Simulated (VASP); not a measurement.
# Be (P6/mmm) in VASP: a series of runs

Be is run at these levels: PBEsol; tasks: relaxation of cell and atoms.

All numbers are computed with VASP 6.6.1; they aren't measurements. Logs are shortened: lines on timing, memory, paths and dates and some standing lists are left out, and cuts for length are marked.

## (1) The cell of the first run

It takes space group P6/mmm (No. 191, hexagonal). The conventional cell has a = 1.805 Å, b = 1.805 Å, c = 1.697 Å, α = 90.00°, β = 90.00°, γ = 120.00°. Be (site symmetry 6/mmm) has 8 Be at 1.70 to 1.80 Å within 2.3 Å.

This isn't the form of Be at room conditions, which is hcp.

## (2) Relaxation of cell and atoms, PBEsol, target pressure 140 GPa, at which the enthalpy is minimised

The input, INCAR:

```
SYSTEM = Be
PREC = Accurate
ENCUT = 600
EDIFF = 1E-6
ISMEAR = -1
SIGMA = 0.05
LREAL = .FALSE.
LASPH = .TRUE.
NELM = 80
ALGO = Normal
ISIF = 3
LWAVE = .FALSE.
LCHARG = .FALSE.
GGA = PS
IBRION = 2
NSW = 60
EDIFFG = -0.005
PSTRESS = 1400.0
```

The input, KPOINTS:

```
Automatic mesh
0
G
  24 24 22
  0 0 0
```

The input, POSCAR:

```
Be
1.0
    1.8049582428      0.0000000000      0.0000000000
   -0.9024791214      1.5631396911      0.0000000000
    0.0000000000      0.0000000000      1.6966607483
Be
1
Direct
    0.0000000000      0.0000000000      0.0000000000
```

Potentials or basis: VASP PAW PBE potentials, release 64 (Be).

On the command line:

```
cat potpaw_PBE.64/Be/POTCAR > POTCAR
mpirun -np 1 vasp_std > vasp.out
```

OUTCAR:

```text
SYSTEM = Be
   PREC = Accurate
   ENCUT = 600
   EDIFF = 1E-6
   ISMEAR = -1
   LREAL = .FALSE.
   LASPH = .TRUE.
   NELM = 80
   ISIF = 3
   GGA = PS
   IBRION = 2
   NSW = 60
   EDIFFG = -0.005
   PSTRESS = 1400.0

 ion  position               nearest neighbor table
   1  0.000  0.000  0.000-

  LATTYP: Found a hexagonal cell.
 ALAT       =     1.8049582428
 C/A-ratio  =     0.9400000000

  Lattice vectors:

 A1 = (   1.8049582428,   0.0000000000,   0.0000000000)
 A2 = (  -0.9024791214,   1.5631396911,   0.0000000000)
 A3 = (   0.0000000000,   0.0000000000,   1.6966607483)

Analysis of symmetry for initial positions (statically):
=====================================================================
 Subroutine PRICEL returns:
 Original cell was already a primitive cell.

 Routine SETGRP: Setting up the symmetry group for a
 hexagonal supercell.

 Subroutine GETGRP returns: Found 24 space group operations
 (whereof 24 operations were pure point group operations)
 out of a pool of 24 trial point group operations.

The static configuration has the point symmetry D_6h.

Analysis of symmetry for dynamics (positions and initial velocities):
=====================================================================
 Subroutine PRICEL returns:
 Original cell was already a primitive cell.

 Routine SETGRP: Setting up the symmetry group for a
 hexagonal supercell.

 Subroutine GETGRP returns: Found 24 space group operations
 (whereof 24 operations were pure point group operations)
 out of a pool of 24 trial point group operations.

The dynamic configuration has the point symmetry D_6h.

 Subroutine INISYM returns: Found 24 space group operations
 (whereof 24 operations are pure point group operations),
 and found     1 'primitive' translations

----------------------------------------------------------------------------------------

                                     Primitive cell

  volume of cell :       4.7870

  direct lattice vectors                    reciprocal lattice vectors
     1.804958243  0.000000000  0.000000000     0.554029438  0.319869045  0.000000000
    -0.902479121  1.563139691  0.000000000     0.000000000  0.639738090  0.000000000
     0.000000000  0.000000000  1.696660748     0.000000000  0.000000000  0.589393019

  length of vectors
     1.804958243  1.804958243  1.696660748     0.639738090  0.639738090  0.589393019

  position of ions in fractional coordinates (direct lattice)
     0.000000000  0.000000000  0.000000000

  ion indices of the primitive-cell ions
   primitive index   ion index
                 1           1

----------------------------------------------------------------------------------------

 KPOINTS: Automatic mesh

Automatic generation of k-mesh.
 Grid dimensions read from file:
 generate k-points for:   24   24   22

 Generating k-lattice:

  Cartesian coordinates                     Fractional coordinates (reciprocal lattice)
     0.023084560  0.013327877  0.000000000     0.041666667  0.000000000  0.000000000
     0.000000000  0.026655754  0.000000000     0.000000000  0.041666667  0.000000000
     0.000000000  0.000000000  0.026790592     0.000000000  0.000000000  0.045454545

  Length of vectors
     0.026655754  0.026655754  0.026790592

  Shift w.r.t. Gamma in fractional coordinates (k-lattice)
     0.000000000  0.000000000  0.000000000

 Subroutine IBZKPT returns following result:
 ===========================================

 Found    732 irreducible k-points:

 Following reciprocal coordinates:
            Coordinates               Weight
  0.000000  0.000000  0.000000      1.000000
  0.041667 -0.000000  0.000000      6.000000
  0.083333  0.000000  0.000000      6.000000
  0.125000  0.000000  0.000000      6.000000
  0.166667 -0.000000  0.000000      6.000000
  0.208333  0.000000  0.000000      6.000000
[... 16 lines left out ...]
  0.416667  0.041667  0.000000     12.000000
  0.458333  0.041667  0.000000     12.000000
 [... further k-points ...]
   k-points           NKPTS =    732   k-points in BZ     NKDIM =    732   number of bands    NBANDS=      5
   number of dos      NEDOS =    301   number of ions     NIONS =      1
   total plane-waves  NPLWV =   2744
   dimension x,y,z NGX =    14 NGY =   14 NGZ =   14
   dimension x,y,z NGXF=    28 NGYF=   28 NGZF=   28
   ions per type =               1
   NGX,Y,Z   is equivalent  to a cutoff of  12.89, 12.89, 13.72 a.u.
   NGXF,Y,Z  is equivalent  to a cutoff of  25.79, 25.79, 27.44 a.u.
 SYSTEM =  Be
   PREC   = accura    normal or accurate (medium, high low for compatibility)
   ISTART =      0    job   : 0-new  1-cont  2-samecut
   ICHARG =      2    charge: 1-file 2-atom 10-const
   ISPIN  =      1    spin polarized calculation?
   LNONCOLLINEAR =      F non collinear calculations
   LSORBIT =      F    spin-orbit coupling
   LASPH  =      T    aspherical Exc in radial PAW
   ENCUT  =  600.0 eV  44.10 Ry    6.64 a.u.   3.60  3.60  3.39*2*pi/ulx,y,z
   NELM   =     80;   NELMIN=  2; NELMDL= -5     # of ELM steps
   EDIFF  = 0.1E-05   stopping-criterion for ELM
   LREAL  =      F    real-space projection
   EDIFFG = -.5E-02   stopping-criterion for IOM
   NSW    =     60    number of steps for IOM
   IBRION =      2    ionic relax: 0-MD 1-quasi-New 2-CG
   NFREE  =      1    steps in history (QN), initial steepest desc. (CG)
   ISIF   =      3    stress and relaxation
   ISYM   =      2    0-nonsym 1-usesym 2-fastsym
   POTIM  = 0.5000    time-step for ionic-motion
   TEBEG  =    0.0;   TEEND  =   0.0 temperature during run
   PSTRESS= 1400.0 pullay stress
   NELECT =       2.0000    total number of electrons
   NUPDOWN=      -1.0000    fix difference up-down
   EMIN   =  10.00;   EMAX   =-10.00  energy-range for DOS
   EFERMI =   0.00;   METHOD = LEGACY
   ISMEAR =    -1;   SIGMA  =   0.05  broadening in eV -4-tet -1-fermi 0-gaus
   EFERMI_NEDOS =   21; number of points for ismear=-14 and -15
   IALGO  =     38    algorithm
   IMIX   =      4    mixing-type and parameters
     AMIX     =   0.40;   BMIX     =  1.00
     AMIX_MAG =   1.60;   BMIX_MAG =  1.00
  volume/ion in A,a.u.               =       4.79        32.30
  Fermi-wavevector in a.u.,A,eV,Ry     =   1.223859  2.312759 20.379237  1.497832
  Thomas-Fermi vector in A             =   2.358955
   LORBIT       =      0    0 simple, 1 ext, 2 COOP (PROOUT), +10 PAW based schemes
   GGA     = PS    functional components
   LHFCALC =     F    Hartree Fock is set to
   AEXX    =    0.0000 exact exchange contribution
   IVDW    =     0    specifies the selected vdW correction
   LEPSILON=     F    determine dielectric tensor
   LRPA    =     F    only Hartree local field effects (RPA)
 conjugate gradient relaxation of ions
 non-spin polarized calculation
  energy-cutoff  :      600.00
  volume of cell :        4.79
 maximum number of plane-waves:       174
   NGX =  7   NGY =  7   NGZ =  7

--------------------------------------- Ionic step        1  -------------------------------------------

 number of electron       2.0000000 magnetization

 Free energy of the ion-electron system (eV)
  ---------------------------------------------------
  ext. energy  EPLUGINS =         0.00000000
  ---------------------------------------------------
  free energy    TOTEN  =        -1.90934205 eV

  energy without entropy =       -1.90799486  energy(sigma->0) =       -1.90866846

------------------------ aborting loop because EDIFF is reached ----------------------------------------

  FORCE on cell =-STRESS in cart. coord.  units (eV):
  Direction    XX          YY          ZZ          XY          YZ          ZX
  --------------------------------------------------------------------------------------
  -------------------------------------------------------------------------------------
  Total        4.6642994      4.6642994      5.6464893      0.0000000     -0.0000000     -0.0000000
  in kB     1561.1227067   1561.1227068   1889.8577997      0.0000000     -0.0000000     -0.0000000
  external PRESSURE =     270.7010711 kB  Pullay stress =    1400.0000000 kB
[... 244 lines left out ...]
  enthalpy is  TOTEN    =         2.2308092150 eV   P V=        4.4657688045

--------------------------------------- Ionic step        8  -------------------------------------------

 number of electron       2.0000000 magnetization

 Free energy of the ion-electron system (eV)
  ---------------------------------------------------
  ext. energy  EPLUGINS =         0.00000000
  ---------------------------------------------------
  free energy    TOTEN  =        -2.23632791 eV

  energy without entropy =       -2.23434462  energy(sigma->0) =       -2.23533627

 E-fermi :  11.8281     XC(G=0): -12.1283

 val. band max:       11.8239180594   @ k =   0.0417   0.0417   0.4091
 cond. band min:      11.8397777625   @ k =   0.3750   0.2500   0.0909
 fundamental gap:      0.0158597030
 Fermi energy:        11.8281366100

 k-point     1 :       0.0000    0.0000    0.0000
  band No.  band energies     occupation
      1      -2.4924      2.00000
      2      30.6113      0.00000
      3      39.1568      0.00000
      4      39.1568      0.00000
      5      39.2654      0.00000

 k-point     2 :       0.0417   -0.0000    0.0000
  band No.  band energies     occupation
      1      -2.4288      2.00000
      2      30.7052      0.00000
      3      37.3889      0.00000
      4      38.7623      0.00000
      5      40.6812      0.00000
[... 169 lines left out ...]
 k-point    24 :       0.4583    0.0417    0.0000
  band No.  band energies     occupation
      1       4.2710      2.00000
      2      13.8895      0.00000
      3      28.6754      0.00000
      4      39.9123      0.00000
      5      40.4838      0.00000

 [... further k-points ...]

------------------------ aborting loop because EDIFF is reached ----------------------------------------

  FORCE on cell =-STRESS in cart. coord.  units (eV):
  Direction    XX          YY          ZZ          XY          YZ          ZX
  --------------------------------------------------------------------------------------
  -------------------------------------------------------------------------------------
  Total        4.4658267      4.4658267      4.4692152      0.0000000     -0.0000000      0.0000000
  in kB     1399.5895607   1399.5895610   1400.6515037      0.0000000     -0.0000000      0.0000000
  external PRESSURE =      -0.0564582 kB  Pullay stress =    1400.0000000 kB
[... 16 lines left out ...]
  FREE ENERGIE OF THE ION-ELECTRON SYSTEM (eV)
  ---------------------------------------------------
  free  energy   TOTEN  =        -2.2363279145 eV

  energy  without entropy=       -2.2343446171  energy(sigma->0) =       -2.23533627

  enthalpy is  TOTEN    =         2.2308084178 eV   P V=        4.4671363323

 reached required accuracy - stopping structural energy minimisation
```

Wall time 33 s (1 thread of Intel Xeon 8259CL, shared host); peak memory 0.13 GiB.

Results:

```
Free energy                                                : -2.2363 eV
Relaxed volume                                             : 5.11 Å³/atom
Relaxed cell                                               : a = 1.815 Å, b = 1.815 Å, c = 1.791 Å, α = 90.00°, β = 90.00°, γ = 120.00°
Space group after relaxing (to 0.1 Å)                      : P6/mmm (No. 191)
Energy change on relaxing (the run minimises the enthalpy) : -327.0 meV/atom
Ionic steps                                                : 8
Pressure after relaxing                                    : 140.0 GPa
Band gap on the k mesh                                     : zero (bands 1 and 2 overlap by 7.96 eV)
```

Step by step:
```tsv
step	energy change (eV)	largest force (eV/Å)	pressure (GPa)	volume (Å³)
1	0.0000	0.0000	167.07	4.79
2	-0.5306	0.0000	118.50	5.37
3	-0.3480	0.0000	134.93	5.14
4	-0.3121	0.0000	143.09	5.10
5	-0.3288	0.0000	139.89	5.11
6	-0.3293	0.0000	139.77	5.11
7	-0.3256	0.0000	140.11	5.11
8	-0.3270	0.0000	139.99	5.11
```

Final structure:
```
Be
1.0
     1.81526    0.00000    0.00000
    -0.90763    1.57206    0.00000
     0.00000    0.00000    1.79144
Be
1
Direct
  0.00000 0.00000 0.00000
```

Caveat: the cell is relaxed towards a set pressure, so the run minimises the enthalpy, not the energy; the PAW data sets were made with another functional, which shifts forces and pressure a little.

## (3) Relaxation of cell and atoms, PBEsol, target pressure 140 GPa, at which the enthalpy is minimised

This run uses another cell than the first one, of 5.10 Å³/atom.

The input, INCAR:

```
SYSTEM = Be
PREC = Accurate ; ENCUT = 600
EDIFF = 1E-7 ; ISMEAR = -1
SIGMA = 0.05 ; LREAL = .False.
LASPH = .True. ; NELM = 60
ALGO = Normal ; ISIF = 3
LWAVE = .False. ; LCHARG = .False.
GGA = PS ; IBRION = 2
NSW = 32 ; EDIFFG = -0.005
PSTRESS = 1400.0
```

The input, KPOINTS:

```
regular mesh
0
Gamma
  24 24 22
  0 0 0
```

The input, POSCAR:

```
Be
1.0
    1.8135757274      0.0000000000      0.0000000000
   -0.9067878637      1.5706026516      0.0000000000
    0.0000000000      0.0000000000      1.7900441984
Be
1
Direct
    0.0000000000      0.0000000000      0.0000000000
```

Potentials or basis: VASP PAW PBE potentials, release 64 (Be).

On the command line:

```
cat potpaw_PBE.64/Be/POTCAR > POTCAR
mpirun -np 1 vasp_std > vasp.out
```

Wall time 21 s (1 thread of Intel Xeon 8259CL, shared host); peak memory 0.13 GiB.

It converged, with:

* Free energy: -2.2365 eV
* Relaxed volume: 5.11 Å³/atom
* Relaxed cell: a = 1.815 Å, b = 1.815 Å, c = 1.792 Å, α = 90.00°, β = 90.00°, γ = 120.00°
* Space group after relaxing (to 0.1 Å): P6/mmm (No. 191)
* Energy change on relaxing (the run minimises the enthalpy): -12.0 meV/atom
* Ionic steps: 5
* Pressure after relaxing: 140.0 GPa
* Band gap on the k mesh: zero (bands 1 and 2 overlap by 7.96 eV)

Step by step:
```tsv
step	energy change (eV)	largest force (eV/Å)	pressure (GPa)	volume (Å³)
1	0.0000	0.0000	141.22	5.10
2	-0.0250	0.0000	138.52	5.13
3	-0.0109	0.0000	140.05	5.11
4	-0.0111	0.0000	140.02	5.11
5	-0.0120	0.0000	139.99	5.11
```

Final structure:
```cif
data_structure
_symmetry_space_group_name_H-M 'P 1'
_symmetry_Int_Tables_number 1
_cell_length_a 1.8152
_cell_length_b 1.8152
_cell_length_c 1.7916
_cell_angle_alpha 90.000
_cell_angle_beta 90.000
_cell_angle_gamma 120.000
_cell_volume 5.11
loop_
_atom_site_label
_atom_site_type_symbol
_atom_site_fract_x
_atom_site_fract_y
_atom_site_fract_z
_atom_site_occupancy
Be1 Be 0.00000 0.00000 0.00000 1
```

Levels at points of the mesh, in eV from the Fermi level:
| k point | band 1 | band 2 | band 3 | band 4 | band 5 |
| --- | --- | --- | --- | --- | --- |
| (0.00, 0.00, 0.00) | -14.32 | 18.78 | 27.33 | 27.33 | 27.43 |
| (0.50, 0.00, 0.00) | -7.56 | 1.98 | 17.47 | 27.80 | 28.12 |
| (0.00, 0.00, 0.50) | -9.56 | -1.40 | 32.42 | 32.42 | 44.11 |
| (0.50, 0.00, 0.50) | 0.47 | 2.54 | 8.90 | 16.01 | 23.72 |

Caveat: the cell is relaxed towards a set pressure, so the run minimises the enthalpy, not the energy; the PAW data sets were made with another functional, which shifts forces and pressure a little.
